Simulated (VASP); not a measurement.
# Ag (P6_3/mmc) in VASP: notebook

Runs on Ag. Level: PBE. Tasks: single point.

All numbers are computed with VASP 6.6.1; they aren't measurements. Logs are shortened: lines on timing, memory, paths and dates and some standing lists are left out, and cuts for length are marked.

## 1. The cell of the first run

Symmetry: P6_3/mmc, No. 194, hexagonal system. The conventional cell has a = 2.827 Å, b = 2.827 Å, c = 9.796 Å, α = 90.00°, β = 90.00°, γ = 120.00°. Within 3.7 Å of Ag (site symmetry -6m2) lie 12 Ag at 2.83 to 2.94 Å. Within 3.7 Å of Ag (site symmetry -3m) lie 12 Ag at 2.83 to 2.94 Å.

This isn't the form of Ag at room conditions, which is fcc.

## 2. Single point, PBE (16.95 Å³/atom)

Contents of INCAR:

```
PREC     = Accurate       # precision mode
ENCUT    = 520            # plane-wave cutoff, eV
EDIFF    = 1E-7           # SCF threshold, eV
ISMEAR   = -1             # smearing method
SIGMA    = 0.08           # smearing width, eV
LREAL    = False          # projectors in reciprocal space
LASPH    = True           # aspherical terms in the spheres
NELM     = 80             # most SCF steps
ALGO     = Normal         # electronic algorithm
ISIF     = 2              # what is computed and relaxed
LWAVE    = False          # write WAVECAR
LCHARG   = False          # write CHGCAR
GGA      = PE             # functional
NBANDS   = 30             # bands
```

Contents of KPOINTS:

```
Automatic mesh
0
Gamma
  14 14 4
```

Contents of POSCAR:

```
Ag
1.0
    2.8272803578      0.0000000000      0.0000000000
   -1.4136401789      2.4484966136      0.0000000000
    0.0000000000      0.0000000000      9.7958610872
Ag
4
Direct
    0.3333333333      0.6666666667      0.2500000000
    0.6666666667      0.3333333333      0.7500000000
    0.0000000000      0.0000000000      0.0000000000
    0.0000000000      0.0000000000      0.5000000000
```

Potentials or basis: VASP PAW PBE potentials, release 64 (Ag).

The run is started by

```sh
$ cat potpaw_PBE.64/Ag/POTCAR > POTCAR
$ mpirun -np 1 vasp_std > vasp.out
```

OUTCAR:

```text
PREC = Accurate
   ENCUT = 520
   EDIFF = 1E-7
   ISMEAR = -1
   LREAL = False
   LASPH = True
   NELM = 80
   ISIF = 2
   GGA = PE

 ion  position               nearest neighbor table
   1  0.333  0.667  0.250-   3 2.94   4 2.94   3 2.94   4 2.94   3 2.94   4 2.94
   2  0.667  0.333  0.750-   3 2.94   4 2.94   3 2.94   4 2.94   3 2.94   4 2.94
   3  0.000  0.000  0.000-   1 2.94   2 2.94   2 2.94   1 2.94   2 2.94   1 2.94
   4  0.000  0.000  0.500-   1 2.94   2 2.94   2 2.94   1 2.94   2 2.94   1 2.94

  LATTYP: Found a hexagonal cell.
 ALAT       =     2.8272803578
 C/A-ratio  =     3.4647646669

  Lattice vectors:

 A1 = (   2.8272803578,   0.0000000000,   0.0000000000)
 A2 = (  -1.4136401789,   2.4484966136,   0.0000000000)
 A3 = (   0.0000000000,   0.0000000000,   9.7958610872)

Analysis of symmetry for initial positions (statically):
=====================================================================
 Subroutine PRICEL returns:
 Original cell was already a primitive cell.

 Routine SETGRP: Setting up the symmetry group for a
 hexagonal supercell.

 Subroutine GETGRP returns: Found 24 space group operations
 (whereof 12 operations were pure point group operations)
 out of a pool of 24 trial point group operations.

The static configuration has the point symmetry D_3d.
 The point group associated with its full space group is D_6h.

Analysis of symmetry for dynamics (positions and initial velocities):
=====================================================================
 Subroutine PRICEL returns:
 Original cell was already a primitive cell.

 Routine SETGRP: Setting up the symmetry group for a
 hexagonal supercell.

 Subroutine GETGRP returns: Found 24 space group operations
 (whereof 12 operations were pure point group operations)
 out of a pool of 24 trial point group operations.

The dynamic configuration has the point symmetry D_3d.
 The point group associated with its full space group is D_6h.

 Subroutine INISYM returns: Found 24 space group operations
 (whereof 12 operations are pure point group operations),
 and found     1 'primitive' translations

----------------------------------------------------------------------------------------

                                     Primitive cell

  volume of cell :      67.8127

  direct lattice vectors                    reciprocal lattice vectors
     2.827280358  0.000000000  0.000000000     0.353696795  0.204206940  0.000000000
[... 90 lines left out ...]
   EDIFF  = 0.1E-06   stopping-criterion for ELM
   LREAL  =      F    real-space projection
   EDIFFG = 0.1E-05   stopping-criterion for IOM
   NSW    =      0    number of steps for IOM
   IBRION =     -1    ionic relax: 0-MD 1-quasi-New 2-CG
   NFREE  =      0    steps in history (QN), initial steepest desc. (CG)
   ISIF   =      2    stress and relaxation
   ISYM   =      2    0-nonsym 1-usesym 2-fastsym
   POTIM  = 0.5000    time-step for ionic-motion
   TEBEG  =    0.0;   TEEND  =   0.0 temperature during run
   PSTRESS=    0.0 pullay stress
   NELECT =      44.0000    total number of electrons
   NUPDOWN=      -1.0000    fix difference up-down
   EMIN   =  10.00;   EMAX   =-10.00  energy-range for DOS
   EFERMI =   0.00;   METHOD = LEGACY
   ISMEAR =    -1;   SIGMA  =   0.08  broadening in eV -4-tet -1-fermi 0-gaus
   EFERMI_NEDOS =   21; number of points for ismear=-14 and -15
   IALGO  =     38    algorithm
   IMIX   =      4    mixing-type and parameters
     AMIX     =   0.40;   BMIX     =  1.00
     AMIX_MAG =   1.60;   BMIX_MAG =  1.00
  volume/ion in A,a.u.               =      16.95       114.41
  Fermi-wavevector in a.u.,A,eV,Ry     =   1.417279  2.678269 27.329752  2.008680
  Thomas-Fermi vector in A             =   2.538526
   LORBIT       =      0    0 simple, 1 ext, 2 COOP (PROOUT), +10 PAW based schemes
   GGA     = PE    functional components
   LHFCALC =     F    Hartree Fock is set to
   AEXX    =    0.0000 exact exchange contribution
   IVDW    =     0    specifies the selected vdW correction
   LEPSILON=     F    determine dielectric tensor
   LRPA    =     F    only Hartree local field effects (RPA)
 non-spin polarized calculation
  energy-cutoff  :      520.00
  volume of cell :       67.81
 maximum number of plane-waves:      1842
 NGX is ok and might be reduce to    24
   NGX = 11   NGY = 11   NGZ = 37

 number of electron      44.0000005 magnetization

 Free energy of the ion-electron system (eV)
  ---------------------------------------------------
  ext. energy  EPLUGINS =         0.00000000
  ---------------------------------------------------
  free energy    TOTEN  =       -10.75420451 eV

  energy without entropy =      -10.72552868  energy(sigma->0) =      -10.73986659

 E-fermi :   8.4955     XC(G=0): -12.2407

 val. band max:        8.4927102468   @ k =   0.2143   0.0714   0.5000
 cond. band min:       8.5010190436   @ k =   0.3571   0.0000   0.2500
 fundamental gap:      0.0083087967
 Fermi energy:         8.4955025616

 k-point     1 :       0.0000    0.0000    0.0000
  band No.  band energies     occupation
      1       0.6988      2.00000
      2       1.9169      2.00000
      3       1.9223      2.00000
      4       2.0067      2.00000
      5       3.4316      2.00000
      6       3.6975      2.00000
[... 781 lines left out ...]
     29      15.3674      0.00000
     30      17.6796      0.00000

 [... further k-points ...]

------------------------ aborting loop because EDIFF is reached ----------------------------------------

  FORCE on cell =-STRESS in cart. coord.  units (eV):
  Direction    XX          YY          ZZ          XY          YZ          ZX
  --------------------------------------------------------------------------------------
  -------------------------------------------------------------------------------------
  Total        3.4474501      3.4474501      0.5953919     -0.0000000     -0.0000000      0.0000000
  in kB       81.4512162     81.4512162     14.0670337     -0.0000000     -0.0000000      0.0000000
  external PRESSURE =      58.9898220 kB  Pullay stress =       0.0000000 kB

 VOLUME and BASIS-vectors are now :
 -----------------------------------------------------------------------------
  energy-cutoff  :      520.00
  volume of cell :       67.81
      direct lattice vectors                 reciprocal lattice vectors
     2.827280358  0.000000000  0.000000000     0.353696795  0.204206940  0.000000000
    -1.413640179  2.448496614  0.000000000     0.000000000  0.408413879  0.000000000
     0.000000000  0.000000000  9.795861087     0.000000000  0.000000000  0.102083930

 POSITION                                       TOTAL-FORCE (eV/Angst)
 -----------------------------------------------------------------------------------
     -0.00000      1.63233      2.44897        -0.000000      0.000000      0.000000
      1.41364      0.81617      7.34690         0.000000     -0.000000     -0.000000
      0.00000      0.00000      0.00000         0.000000      0.000000      0.000000
      0.00000      0.00000      4.89793         0.000000      0.000000      0.000000
 -----------------------------------------------------------------------------------
    total drift:                               -0.000000      0.000000     -0.000000

  FREE ENERGIE OF THE ION-ELECTRON SYSTEM (eV)
  ---------------------------------------------------
  free  energy   TOTEN  =       -10.7542045057 eV

  energy  without entropy=      -10.7255286802  energy(sigma->0) =      -10.73986659
```

OSZICAR:

```text
N       E                     dE             d eps       ncg     rms          rms(c)
DAV:   1     0.298883247996E+03    0.29888E+03   -0.22747E+04  4328   0.145E+03
DAV:   2    -0.499950705069E+01   -0.30388E+03   -0.28824E+03  4488   0.336E+02
DAV:   3    -0.117502546313E+02   -0.67507E+01   -0.67136E+01  5000   0.566E+01
DAV:   4    -0.117807153093E+02   -0.30461E-01   -0.30456E-01  4662   0.372E+00
DAV:   5    -0.117810150942E+02   -0.29978E-03   -0.29978E-03  4994   0.395E-01    0.107E+01
DAV:   6    -0.107993874130E+02    0.98163E+00   -0.28702E+00  4626   0.141E+01    0.694E+00
DAV:   7    -0.107647179529E+02    0.34669E-01   -0.45013E-02  4854   0.147E+00    0.367E+00
DAV:   8    -0.107541608788E+02    0.10557E-01   -0.29697E-03  4620   0.384E-01    0.171E-01
DAV:   9    -0.107541714898E+02   -0.10611E-04   -0.68533E-05  4968   0.115E-01    0.394E-02
DAV:  10    -0.107541995937E+02   -0.28104E-04   -0.15892E-05  4692   0.313E-02    0.309E-02
DAV:  11    -0.107542048248E+02   -0.52311E-05   -0.27956E-06  4866   0.121E-02    0.145E-03
DAV:  12    -0.107542045730E+02    0.25176E-06   -0.35103E-08  2880   0.237E-03    0.490E-04
DAV:  13    -0.107542045057E+02    0.67264E-07   -0.75754E-09  2556   0.790E-04
   1 F= -.10754205E+02 E0= -.10739867E+02  d E =-.286758E-01
```

It took 56 s on 1 thread of Intel Xeon 6975P-C (Granite Rapids), shared host; peak memory 0.26 GiB.

What came out:

* Free energy: -10.7542 eV
* Pressure: 5.9 GPa
* Band gap on the k mesh: zero (bands 22 and 23 overlap by 6.28 eV)

Caveat: the cell stands under pressure.

## 3. Single point, PBE (17.67 Å³/atom)

This run uses another cell than the first one, of 17.67 Å³/atom.

Contents of INCAR:

```
SYSTEM = Ag
ALGO     = Normal         ! electronic algorithm
EDIFF    = 1E-6           ! SCF threshold, eV
ENCUT    = 520            ! plane-wave cutoff, eV
GGA      = PE             ! functional
ISIF     = 2              ! what is computed and relaxed
ISMEAR   = -1             ! smearing method
LASPH    = .True.         ! aspherical terms in the spheres
LCHARG   = .False.        ! write CHGCAR
LREAL    = .False.        ! projectors in reciprocal space
LWAVE    = .False.        ! write WAVECAR
NBANDS   = 30             ! bands
NELM     = 60             ! most SCF steps
PREC     = Accurate       ! precision mode
SIGMA    = 0.08           ! smearing width, eV
```

Contents of KPOINTS:

```
k-points
0
Gamma
  14 14 4
  0 0 0
```

Contents of POSCAR:

```
Ag
1.0
    2.8668278625      0.0000000000      0.0000000000
   -1.4334139312      2.4827457572      0.0000000000
    0.0000000000      0.0000000000      9.9328838838
Ag
4
Direct
    0.3333333333      0.6666666667      0.2500000000
    0.6666666667      0.3333333333      0.7500000000
    0.0000000000      0.0000000000      0.0000000000
    0.0000000000      0.0000000000      0.5000000000
```

Potentials or basis: VASP PAW PBE potentials, release 64 (Ag).

The run is started by

```sh
$ cat potpaw_PBE.64/Ag/POTCAR > POTCAR
$ mpirun -np 1 vasp_std > vasp.out
```

OUTCAR:

```text
SYSTEM = Ag
   EDIFF = 1E-6
   ENCUT = 520
   GGA = PE
   ISIF = 2
   ISMEAR = -1
   LASPH = .True.
   LREAL = .False.
   NELM = 60
   PREC = Accurate

 ion  position               nearest neighbor table
   1  0.333  0.667  0.250-   3 2.98   4 2.98   3 2.98   4 2.98   3 2.98   4 2.98
   2  0.667  0.333  0.750-   3 2.98   4 2.98   3 2.98   4 2.98   3 2.98   4 2.98
   3  0.000  0.000  0.000-   1 2.98   2 2.98   1 2.98   2 2.98   2 2.98   1 2.98
   4  0.000  0.000  0.500-   1 2.98   2 2.98   1 2.98   2 2.98   2 2.98   1 2.98

  LATTYP: Found a hexagonal cell.
 ALAT       =     2.8668278625
 C/A-ratio  =     3.4647646668
[... 992 lines left out ...]
  --------------------------------------------------------------------------------------
  -------------------------------------------------------------------------------------
  Total        1.4073510      1.4073510     -1.0007843      0.0000000      0.0000000      0.0000000
  in kB       31.8936182     31.8936182    -22.6799369      0.0000000      0.0000000      0.0000000
  external PRESSURE =      13.7024331 kB  Pullay stress =       0.0000000 kB

 VOLUME and BASIS-vectors are now :
 -----------------------------------------------------------------------------
  energy-cutoff  :      520.00
  volume of cell :       70.70
      direct lattice vectors                 reciprocal lattice vectors
     2.866827863  0.000000000  0.000000000     0.348817595  0.201389932  0.000000000
    -1.433413931  2.482745757  0.000000000     0.000000000  0.402779865  0.000000000
     0.000000000  0.000000000  9.932883884     0.000000000  0.000000000  0.100675696

 POSITION                                       TOTAL-FORCE (eV/Angst)
 -----------------------------------------------------------------------------------
     -0.00000      1.65516      2.48322         0.000000     -0.000000      0.000000
      1.43341      0.82758      7.44966        -0.000000      0.000000     -0.000000
      0.00000      0.00000      0.00000         0.000000      0.000000     -0.000000
      0.00000      0.00000      4.96644         0.000000      0.000000     -0.000000
 -----------------------------------------------------------------------------------
    total drift:                               -0.000000      0.000000     -0.000000

  FREE ENERGIE OF THE ION-ELECTRON SYSTEM (eV)
  ---------------------------------------------------
  free  energy   TOTEN  =       -10.8193709064 eV

  energy  without entropy=      -10.7914196266  energy(sigma->0) =      -10.80539527
```

Wall time 45 s (1 thread of Intel Xeon 6975P-C (Granite Rapids), shared host); peak memory 0.26 GiB.

What came out:

| Property | Result |
| --- | --- |
| Free energy | -10.8194 eV |
| Pressure | 1.4 GPa |
| Band gap on the k mesh | zero (bands 22 and 23 overlap by 6.16 eV) |

Levels at points of the mesh, in eV from the Fermi level:
```csv
k point,band 19,band 20,band 21,band 22,band 23,band 24,band 25,band 26
"(0.00, 0.00, 0.00)",-3.47,-3.36,-3.36,-3.03,-3.03,-0.68,2.66,9.66
"(0.50, 0.00, 0.00)",-2.76,-2.72,0.04,0.87,1.18,1.71,4.34,4.36
"(0.00, 0.00, 0.50)",-3.15,-3.15,-3.15,-3.15,-2.61,-2.61,5.36,5.36
"(0.50, 0.00, 0.50)",-2.73,-2.73,0.43,0.43,1.54,1.54,4.66,4.66
```
